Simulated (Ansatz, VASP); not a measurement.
# MoS2: VASP beside Ansatz

```
Mo S
1.0
    -1.58000   -0.91221   -6.11000
     1.58000    0.91221  -12.22000
     1.58000   -2.73664    0.00000
Mo S
2 4
Direct
  0.00000 0.00000 0.00000
  0.00000 0.50000 0.50000
  0.75000 0.75000 0.00000
  0.75000 0.25000 0.50000
  0.58300 0.58300 0.00000
  0.58300 0.08300 0.50000
```

Alike in both runs: task single point; functional PBE; k mesh 7 × 4 × 6; occupations fermi-dirac, width 0.1 eV; collinear spin; Hubbard terms Mo d U = 2.9 eV.

|  | VASP | Ansatz |
| --- | --- | --- |
| version | VASP 6.6.1 | Ansatz 0.2.0 |
| potentials or method | VASP PAW PBE potentials, release 64 (Mo_sv, S), cutoff 520 eV | PAW, plane waves, scalar-relativistic |
| valence electrons in the cell | 52 | 52 |

Ansatz gave:

```
pressure (GPa)                                                : 6.5
traceless stress, the component that is largest in VASP (GPa) : 2.38
rms of the force components (eV/Å)                            : 0.316
net moment per atom (μB)                                      : 0.00
```

Problem. Estimate VASP's values.

Solution. Pressure (GPa): 8.1; traceless stress, the component that is largest in VASP (GPa): 2.52; rms of the force components (eV/Å): 0.406; net moment per atom (μB): 0.00.

The programs project onto different local orbitals, so the same U acts differently, and such runs can settle in different states. Atom by atom the forces differ by 0.090 eV/Å (rms over components). Ansatz's warnings: seeded moment not kept.
